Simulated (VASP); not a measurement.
# Rb (Im-3m) in VASP: settings compared

Aim: see how the results for Rb move with the level of theory and the settings. Levels: LDA, PBEsol. Tasks: single point.

Everything below comes from runs of VASP 6.6.1. Logs are shortened: lines on timing, memory, paths and dates and some standing lists are left out, and cuts for length are marked.

**1. The cell of the first run**

The structure is cubic, space group Im-3m (No. 229). The conventional cell has a = 5.612 Å, b = 5.612 Å, c = 5.612 Å, α = 90.00°, β = 90.00°, γ = 90.00°.

**2. Single point, LDA**

Input file INCAR:

```
  PREC = Accurate
  ENCUT = 520
  EDIFF = 1E-6
  ISMEAR = -1
  SIGMA = 0.05
  LREAL = F
  LASPH = T
  NELM = 100
  ALGO = Normal
  ISIF = 2
  LWAVE = F
  LCHARG = F
  GGA = CA
  NBANDS = 10
```

Input file KPOINTS:

```
regular mesh
0
Gamma
  10 10 10
```

Input file POSCAR:

```
Rb
1.0
   -2.8060000000      2.8060000000      2.8060000000
    2.8060000000     -2.8060000000      2.8060000000
    2.8060000000      2.8060000000     -2.8060000000
Rb
1
Direct
    0.0000000000      0.0000000000      0.0000000000
```

Potentials or basis: VASP PAW LDA potentials, release 64 (Rb_sv).

Command:

```
> cat potpaw_LDA.64/Rb_sv/POTCAR > POTCAR
> mpirun -np 1 vasp_std > vasp.out
```

OUTCAR:

```text
PREC = Accurate
   ENCUT = 520
   EDIFF = 1E-6
   ISMEAR = -1
   LREAL = F
   LASPH = T
   NELM = 100
   ISIF = 2
   GGA = CA

 ion  position               nearest neighbor table
   1  0.000  0.000  0.000-

  LATTYP: Found a body centered cubic cell.
 ALAT       =     5.6120000000

  Lattice vectors:

 A1 = (  -2.8060000000,   2.8060000000,   2.8060000000)
 A2 = (   2.8060000000,  -2.8060000000,   2.8060000000)
 A3 = (   2.8060000000,   2.8060000000,  -2.8060000000)

Analysis of symmetry for initial positions (statically):
=====================================================================
 Subroutine PRICEL returns:
 Original cell was already a primitive cell.

 Routine SETGRP: Setting up the symmetry group for a
 body centered cubic supercell.

 Subroutine GETGRP returns: Found 48 space group operations
 (whereof 48 operations were pure point group operations)
 out of a pool of 48 trial point group operations.

The static configuration has the point symmetry O_h .

Analysis of symmetry for dynamics (positions and initial velocities):
=====================================================================
 Subroutine PRICEL returns:
 Original cell was already a primitive cell.

 Routine SETGRP: Setting up the symmetry group for a
 body centered cubic supercell.

 Subroutine GETGRP returns: Found 48 space group operations
 (whereof 48 operations were pure point group operations)
 out of a pool of 48 trial point group operations.

The dynamic configuration has the point symmetry O_h .

 Subroutine INISYM returns: Found 48 space group operations
 (whereof 48 operations are pure point group operations),
 and found     1 'primitive' translations

----------------------------------------------------------------------------------------

                                     Primitive cell

  volume of cell :      88.3737

  direct lattice vectors                    reciprocal lattice vectors
    -2.806000000  2.806000000  2.806000000     0.000000000  0.178189594  0.178189594
     2.806000000 -2.806000000  2.806000000     0.178189594  0.000000000  0.178189594
     2.806000000  2.806000000 -2.806000000     0.178189594  0.178189594  0.000000000

  length of vectors
     4.860134566  4.860134566  4.860134566     0.251998140  0.251998140  0.251998140

  position of ions in fractional coordinates (direct lattice)
     0.000000000  0.000000000  0.000000000

  ion indices of the primitive-cell ions
   primitive index   ion index
                 1           1

----------------------------------------------------------------------------------------

 KPOINTS: regular mesh

Automatic generation of k-mesh.
 Grid dimensions read from file:
 generate k-points for:   10   10   10

 Generating k-lattice:

  Cartesian coordinates                     Fractional coordinates (reciprocal lattice)
     0.000000000  0.017818959  0.017818959     0.100000000  0.000000000  0.000000000
     0.017818959  0.000000000  0.017818959     0.000000000  0.100000000  0.000000000
     0.017818959  0.017818959  0.000000000     0.000000000  0.000000000  0.100000000

  Length of vectors
     0.025199814  0.025199814  0.025199814

  Shift w.r.t. Gamma in fractional coordinates (k-lattice)
     0.000000000  0.000000000  0.000000000

 Subroutine IBZKPT returns following result:
 ===========================================

 Found     47 irreducible k-points:

 Following reciprocal coordinates:
            Coordinates               Weight
  0.000000  0.000000  0.000000      1.000000
  0.100000  0.000000  0.000000     12.000000
  0.200000  0.000000  0.000000     12.000000
  0.300000  0.000000  0.000000     12.000000
  0.400000  0.000000  0.000000     12.000000
  0.500000  0.000000  0.000000      6.000000
[... 16 lines left out ...]
  0.300000  0.300000  0.100000      8.000000
 -0.300000  0.300000  0.100000     24.000000
 [... further k-points ...]
   k-points           NKPTS =     47   k-points in BZ     NKDIM =     47   number of bands    NBANDS=     10
   number of dos      NEDOS =    301   number of ions     NIONS =      1
   total plane-waves  NPLWV =  46656
   dimension x,y,z NGX =    36 NGY =   36 NGZ =   36
   dimension x,y,z NGXF=    72 NGYF=   72 NGZF=   72
   ions per type =               1
   NGX,Y,Z   is equivalent  to a cutoff of  12.31, 12.31, 12.31 a.u.
   NGXF,Y,Z  is equivalent  to a cutoff of  24.63, 24.63, 24.63 a.u.
 SYSTEM =  unknown system
   PREC   = accura    normal or accurate (medium, high low for compatibility)
   ISTART =      0    job   : 0-new  1-cont  2-samecut
   ICHARG =      2    charge: 1-file 2-atom 10-const
   ISPIN  =      1    spin polarized calculation?
   LNONCOLLINEAR =      F non collinear calculations
   LSORBIT =      F    spin-orbit coupling
   LASPH  =      T    aspherical Exc in radial PAW
   ENCUT  =  520.0 eV  38.22 Ry    6.18 a.u.   9.04  9.04  9.04*2*pi/ulx,y,z
   NELM   =    100;   NELMIN=  2; NELMDL= -5     # of ELM steps
   EDIFF  = 0.1E-05   stopping-criterion for ELM
   LREAL  =      F    real-space projection
   EDIFFG = 0.1E-04   stopping-criterion for IOM
   NSW    =      0    number of steps for IOM
   IBRION =     -1    ionic relax: 0-MD 1-quasi-New 2-CG
   NFREE  =      0    steps in history (QN), initial steepest desc. (CG)
   ISIF   =      2    stress and relaxation
   ISYM   =      2    0-nonsym 1-usesym 2-fastsym
   POTIM  = 0.5000    time-step for ionic-motion
   TEBEG  =    0.0;   TEEND  =   0.0 temperature during run
   PSTRESS=    0.0 pullay stress
   NELECT =       9.0000    total number of electrons
   NUPDOWN=      -1.0000    fix difference up-down
   EMIN   =  10.00;   EMAX   =-10.00  energy-range for DOS
   EFERMI =   0.00;   METHOD = LEGACY
   ISMEAR =    -1;   SIGMA  =   0.05  broadening in eV -4-tet -1-fermi 0-gaus
   EFERMI_NEDOS =   21; number of points for ismear=-14 and -15
   IALGO  =     38    algorithm
   IMIX   =      4    mixing-type and parameters
     AMIX     =   0.40;   BMIX     =  1.00
     AMIX_MAG =   1.60;   BMIX_MAG =  1.00
  volume/ion in A,a.u.               =      88.37       596.38
  Fermi-wavevector in a.u.,A,eV,Ry     =   0.764507  1.444708  7.952205  0.584471
  Thomas-Fermi vector in A             =   1.864423
   LORBIT       =      0    0 simple, 1 ext, 2 COOP (PROOUT), +10 PAW based schemes
   GGA     = CA    functional components
   LHFCALC =     F    Hartree Fock is set to
   AEXX    =    0.0000 exact exchange contribution
   IVDW    =     0    specifies the selected vdW correction
   LEPSILON=     F    determine dielectric tensor
   LRPA    =     F    only Hartree local field effects (RPA)
 non-spin polarized calculation
  energy-cutoff  :      520.00
  volume of cell :       88.37
 maximum number of plane-waves:      2404
   NGX = 19   NGY = 19   NGZ = 19

 number of electron       9.0000000 magnetization

 Free energy of the ion-electron system (eV)
  ---------------------------------------------------
  ext. energy  EPLUGINS =         0.00000000
  ---------------------------------------------------
  free energy    TOTEN  =        -1.04777817 eV

  energy without entropy =       -1.03819944  energy(sigma->0) =       -1.04298881

 E-fermi :  -0.1431     XC(G=0):  -5.7527

 val. band max:       -0.1475639856   @ k =   0.3000   0.2000  -0.0000
 cond. band min:      -0.1363943151   @ k =  -0.3000   0.4000   0.2000
 fundamental gap:      0.0111696705
 Fermi energy:        -0.1431218408

 k-point     1 :       0.0000    0.0000    0.0000
  band No.  band energies     occupation
      1     -28.9255      2.00000
      2     -13.0228      2.00000
      3     -13.0228      2.00000
      4     -13.0228      2.00000
      5      -2.1670      2.00000
      6       3.4598      0.00000
      7       3.4598      0.00000
      8       3.4598      0.00000
      9       4.4538      0.00000
     10       4.4538      0.00000

 k-point     2 :       0.1000    0.0000    0.0000
  band No.  band energies     occupation
      1     -28.9250      2.00000
      2     -13.0335      2.00000
      3     -13.0263      2.00000
      4     -13.0228      2.00000
      5      -2.0449      2.00000
      6       3.2870      0.00000
      7       3.3052      0.00000
      8       3.5731      0.00000
      9       4.2398      0.00000
     10       4.4175      0.00000

 k-point     3 :       0.2000    0.0000    0.0000
  band No.  band energies     occupation
      1     -28.9237      2.00000
      2     -13.0613      2.00000
      3     -13.0355      2.00000
      4     -13.0228      2.00000
      5      -1.6905      2.00000
      6       2.6861      0.00000
      7       2.9803      0.00000
      8       3.9076      0.00000
      9       4.2024      0.00000
     10       4.3822      0.00000

 k-point     4 :       0.3000    0.0000    0.0000
  band No.  band energies     occupation
      1     -28.9222      2.00000
      2     -13.0951      2.00000
      3     -13.0468      2.00000
      4     -13.0228      2.00000
      5      -1.1398      2.00000
      6       1.9500      0.00000
      7       2.6699      0.00000
      8       4.2903      0.00000
      9       4.4468      0.00000
     10       4.4538      0.00000
[... 222 lines left out ...]
 k-point    22 :      -0.2000    0.2000    0.1000
  band No.  band energies     occupation
      1     -28.9233      2.00000
      2     -13.0613      2.00000
      3     -13.0392      2.00000
      4     -13.0314      2.00000
      5      -1.5741      2.00000
      6       2.7218      0.00000
      7       2.9950      0.00000
      8       3.5390      0.00000
      9       3.9053      0.00000
     10       4.8387      0.00000

 k-point    23 :       0.3000    0.3000    0.1000
  band No.  band energies     occupation
      1     -28.9202      2.00000
      2     -13.0914      2.00000
      3     -13.0914      2.00000
      4     -13.0455      2.00000
      5       1.0383      0.00000
      6       1.0383      0.00000
      7       1.1137      0.00000
      8       3.0895      0.00000
      9       4.9686      0.00000
     10       4.9686      0.00000

 k-point    24 :      -0.3000    0.3000    0.1000
  band No.  band energies     occupation
      1     -28.9218      2.00000
      2     -13.0936      2.00000
      3     -13.0506      2.00000
      4     -13.0310      2.00000
      5      -1.0292      2.00000
      6       1.9837      0.00000
      7       2.7177      0.00000
      8       3.6096      0.00000
      9       4.4336      0.00000
     10       4.8524      0.00000

 [... further k-points ...]
[... 5 lines left out ...]
  --------------------------------------------------------------------------------------
  -------------------------------------------------------------------------------------
  Total       -0.1981039     -0.1981039     -0.1981039      0.0000000     -0.0000000      0.0000000
  in kB       -3.5915401     -3.5915401     -3.5915401      0.0000000     -0.0000000      0.0000000
  external PRESSURE =      -3.5915401 kB  Pullay stress =       0.0000000 kB

 VOLUME and BASIS-vectors are now :
 -----------------------------------------------------------------------------
  energy-cutoff  :      520.00
  volume of cell :       88.37
      direct lattice vectors                 reciprocal lattice vectors
    -2.806000000  2.806000000  2.806000000     0.000000000  0.178189594  0.178189594
     2.806000000 -2.806000000  2.806000000     0.178189594  0.000000000  0.178189594
     2.806000000  2.806000000 -2.806000000     0.178189594  0.178189594  0.000000000

 POSITION                                       TOTAL-FORCE (eV/Angst)
 -----------------------------------------------------------------------------------
      0.00000      0.00000      0.00000         0.000000      0.000000     -0.000000
 -----------------------------------------------------------------------------------
    total drift:                               -0.000000      0.000000      0.000000

  FREE ENERGIE OF THE ION-ELECTRON SYSTEM (eV)
  ---------------------------------------------------
  free  energy   TOTEN  =        -1.0477781692 eV

  energy  without entropy=       -1.0381994449  energy(sigma->0) =       -1.04298881
```

It took 26 s on 1 thread of Intel Xeon 8259CL, shared host; peak memory 0.18 GiB.

What came out:

| Property | Result |
| --- | --- |
| Free energy | -1.0478 eV |
| Pressure | -0.4 GPa |
| Band gap on the k mesh | zero (an odd number of electrons rules out a gap without spin polarisation) |

Levels at points of the mesh, in eV from the Fermi level:
| k point | band 2 | band 3 | band 4 | band 5 | band 6 | band 7 |
| --- | --- | --- | --- | --- | --- | --- |
| (0.00, 0.00, 0.00) | -12.88 | -12.88 | -12.88 | -2.02 | 3.60 | 3.60 |
| (0.50, 0.00, 0.00) | -12.99 | -12.92 | -12.88 | 0.20 | 0.86 | 2.53 |
| (0.50, 0.50, 0.50) | -12.96 | -12.96 | -12.96 | 1.26 | 1.26 | 3.32 |

**3. Single point, PBEsol**

Input file INCAR:

```
PREC     = Accurate       # precision mode
ENCUT    = 520            # plane-wave cutoff, eV
EDIFF    = 1E-6           # SCF threshold, eV
ISMEAR   = -1             # smearing method
SIGMA    = 0.05           # smearing width, eV
LREAL    = F              # projectors in reciprocal space
LASPH    = T              # aspherical terms in the spheres
NELM     = 60             # most SCF steps
ALGO     = Normal         # electronic algorithm
ISIF     = 2              # what is computed and relaxed
LWAVE    = F              # write WAVECAR
LCHARG   = T              # write CHGCAR
GGA      = PS             # functional
LELF     = T              # ELF
LVHAR    = T            
NBANDS   = 10             # bands
```

KPOINTS is that of step 2.

POSCAR is that of step 2.

Potentials or basis: VASP PAW PBE potentials, release 64 (Rb_sv).

Command:

```
> cat potpaw_PBE.64/Rb_sv/POTCAR > POTCAR
> mpirun -np 1 vasp_std > vasp.out
```

Run time: 30 s. Hardware: 1 thread of Intel Xeon 8259CL, shared host; peak memory 0.21 GiB.

The run converged. Its results:

```yaml
Free_energy: -1.0257 eV
Pressure: -0.1 GPa
Band_gap_on_the_k_mesh: zero (an odd number of electrons rules out a gap without spin polarisation)
```

Levels at points of the mesh, in eV from the Fermi level:
```csv
k point,band 1,band 2,band 3,band 4,band 5,band 6,band 7,band 8,band 9,band 10
"(0.00, 0.00, 0.00)",-28.84,-12.89,-12.89,-12.89,-2.02,3.71,3.71,3.71,4.67,4.67
"(0.50, 0.00, 0.00)",-28.84,-12.99,-12.92,-12.89,0.23,0.80,2.59,4.32,5.25,5.31
"(0.50, 0.50, 0.50)",-28.83,-12.96,-12.96,-12.96,1.24,1.24,3.32,3.32,3.32,4.96
```

Caveat: the PAW data sets were made with another functional, which shifts forces and pressure a little.

The gap in the log of VASP goes by the Fermi energy; the results here count the filled bands.